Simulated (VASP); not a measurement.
Write the native input for VASP 6.6.1 that does the following.

* Task: single point
* Functional: PBE
* Potentials or basis: VASP PAW PBE potentials, release 64 (Co, O)
* Cutoff: 520 eV
* k mesh: 9 × 9 × 9
* Occupations: fermi-dirac, width 0.05 eV
* Spin: collinear spin, ferromagnetic start
* Starting moments: [1.0, 0.0] μB
* Fixed moment: 1 μB
* Dipole correction: no
* Further INCAR settings: ALGO = Normal; EDIFF = 1e-06; NBANDS = 18

The structure of CoO lies in POSCAR:

```
CoO
1.0
    1.6022198417      0.9250420569      2.5664708903
   -1.6022198417      0.9250420569      2.5664708903
    0.0000000000     -1.8500841138      2.5664708903
Co O
1 1
Direct
    0.9989783200      0.9989783200      0.9989783200
    0.7510210300      0.7510210300      0.7510210300
```

These files were run (other wordings do the same):

INCAR

```
PREC = Accurate
ENCUT = 520
EDIFF = 1E-6
ISMEAR = -1
SIGMA = 0.05
LREAL = False
LASPH = True
NELM = 150
ALGO = Normal
ISIF = 2
LWAVE = False
LCHARG = True
ISPIN = 2
MAGMOM = 1 0
LORBIT = 11
NUPDOWN = 1.0
LMAXMIX = 4
GGA = PE
LELF = True
LVHAR = True
NBANDS = 18
```

KPOINTS

```
regular mesh
0
Gamma
  9 9 9
```

Potentials or basis: VASP PAW PBE potentials, release 64 (Co, O).

Command:

```bash
$ cat potpaw_PBE.64/Co/POTCAR potpaw_PBE.64/O/POTCAR > POTCAR
$ mpirun -np 1 vasp_std > vasp.out
```

Results of the run:

```json
{"Pressure": "-12.5 GPa", "Largest force": "0.203 eV/Å", "Net moment": "1.00 μB per cell", "Site moments": "Co +0.94; O +0.05 μB", "Valence electrons inside the program's atomic spheres": "Co 8.06; O 4.95"}
```

Caveat: the total moment is fixed, so each spin has its own Fermi level; a cell with one magnetic atom can't hold antiferromagnetic order, which such compounds often take.

It took 36 s on 1 thread of Intel(R) Xeon(R) Platinum 8488C (Sapphire Rapids), with other jobs on the host, peak memory 0.18 GiB.
